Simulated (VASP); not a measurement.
A run of VASP 6.6.1 is set up as follows.

File INCAR:

```
SYSTEM = Sn
PREC = Accurate ; ENCUT = 520
EDIFF = 1E-7 ; ISMEAR = 0
SIGMA = 0.15 ; LREAL = .False.
LASPH = .True. ; NELM = 60
ALGO = Fast ; ISIF = 2
LWAVE = .False. ; LCHARG = .False.
GGA = PS ; NBANDS = 13
```

File KPOINTS:

```
Automatic mesh
0
Gamma
  18 18 18
  0 0 0
```

The input POSCAR:

```
Sn
1.0
   -1.8662320419      1.8662320419      1.8946518192
    1.8662320419     -1.8662320419      1.8946518192
    1.9230715965      1.9230715965     -1.8946518192
Sn
1
Direct
    0.0000000000      0.0000000000      0.0000000000
```

Potentials or basis: VASP PAW PBE potentials, release 64 (Sn_d).

Launch:

```sh
$ cat potpaw_PBE.64/Sn_d/POTCAR > POTCAR
$ mpirun -np 1 vasp_std > vasp.out
```

Estimate the band gap on the k mesh.

zero (bands 7 and 8 overlap by 10.13 eV).

What does it give for the pressure?

-1.9 GPa.

Stress tensor (GPa, compression positive):
```
-2.00 -0.34  0.00
-0.34 -2.00  0.00
 0.00  0.00 -1.82
```

Caveat: the cell differs from its parent crystal (strain +0.0300 x Voigt [0, 0, 0, 0, 0, 1]); the PAW data sets were made with another functional, which shifts forces and pressure a little; spin-orbit coupling is left out, which moves the levels of the heavy elements.
